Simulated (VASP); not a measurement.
Runs of VASP 6.6.1 on ZrS2. The structure is trigonal, space group P-3m1 (No. 164). Conventional cell: a = 3.674 Å, b = 3.674 Å, c = 5.857 Å, α = 90.00°, β = 90.00°, γ = 120.00°. Within 3.4 Å of Zr (site symmetry -3m) lie 6 S at 2.57 Å. S (site symmetry 3m) has 3 Zr at 2.57 Å within 3.4 Å. 

```tsv
level	k mesh	cutoff (eV)	smearing	gap on the mesh (eV)	pressure (GPa)	largest force (eV/Å)
PBEsol	6 × 6 × 4	500	gaussian 0.01 eV	0.81	-1.8	0.13
PBEsol+D4	6 × 6 × 4	500	gaussian 0.01 eV	0.81	-2.9	0.13
PBEsol	6 × 6 × 4	500	methfessel-paxton 0.2 eV	0.81	-1.8	0.12
PBEsol	6 × 6 × 4	500	gaussian 0.5 eV	0.82	-1.8	(c)
PBE	6 × 6 × 2	500	gaussian 0.01 eV	0.88	1.4	0.03
PBEsol	6 × 6 × 4	500	methfessel-paxton 0.001 eV	0.81	-1.8	0.13
r2SCAN	6 × 6 × 4	550	gaussian 0.01 eV	(a)	0.9	(b)
```

Alike in all rows: task single point; potentials or basis VASP PAW PBE potentials, release 64 (Zr_sv, S); no spin polarisation; cell as given.

Q: Estimate the missing entries.

A: (a) 1.19; (b) 0.04; (c) 0.11.

Caveats: some runs use coarse meshes; the PAW data sets were made with another functional, which shifts forces and pressure a little (some runs); this functional lacks dispersion, which binds the layers, so the pressure and a relaxed spacing across them are unreliable (some runs).

A k mesh can miss the band edges, and the runs leave out spin-orbit coupling on Zr.
